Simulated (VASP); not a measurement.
Wanted: the native input for a VASP 6.6.1 run.

| Item | Value |
| --- | --- |
| Task | single point |
| Functional | RPBE |
| Dispersion | D3(BJ) |
| Potentials or basis | VASP PAW PBE potentials, release 64 (Mg, O) |
| Cutoff | 520 eV |
| k mesh | 11 × 11 × 11 |
| Occupations | fermi-dirac, width 0.05 eV |
| Spin | no spin polarisation |
| Dipole correction | no |
| Further INCAR settings | ALGO = Normal; EDIFF = 1e-07; NBANDS = 11 |

The structure of MgO lies in POSCAR:

```
MgO
1.0
    0.0000000000      2.0386341299      2.0386341299
    2.0386341299      0.0000000000      2.0386341299
    2.0386341299      2.0386341299      0.0000000000
Mg O
1 1
Direct
    0.0000000000      0.0000000000      0.0000000000
    0.5000000000      0.5000000000      0.5000000000
```

These files were run (other wordings do the same):

INCAR

```
SYSTEM = MgO
PREC = Accurate
ENCUT = 520
EDIFF = 1E-7
ISMEAR = -1
SIGMA = 0.05
LREAL = .False.
LASPH = .True.
NELM = 80
ALGO = Normal
ISIF = 2
LWAVE = .False.
LCHARG = .False.
GGA = RP
IVDW = 12
NBANDS = 11
```

KPOINTS

```
Automatic mesh
0
Gamma
  11 11 11
  0 0 0
```

Potentials or basis: VASP PAW PBE potentials, release 64 (Mg, O).

Command:

```console
$ cat potpaw_PBE.64/Mg/POTCAR potpaw_PBE.64/O/POTCAR > POTCAR
$ mpirun -np 1 vasp_std > vasp.out
```

Results of the run:

```yaml
Pressure: -1.0 GPa
Band_gap_on_the_k_mesh: 5.83 eV, direct
Dispersion_energy_per_atom: -1.452 eV
```

Caveat: the PAW data sets were made with another functional, which shifts forces and pressure a little.

Run time: 4.9 s on 1 thread of Intel(R) Xeon(R) 6975P-C (Granite Rapids) (shared host), peak memory 0.16 GiB.
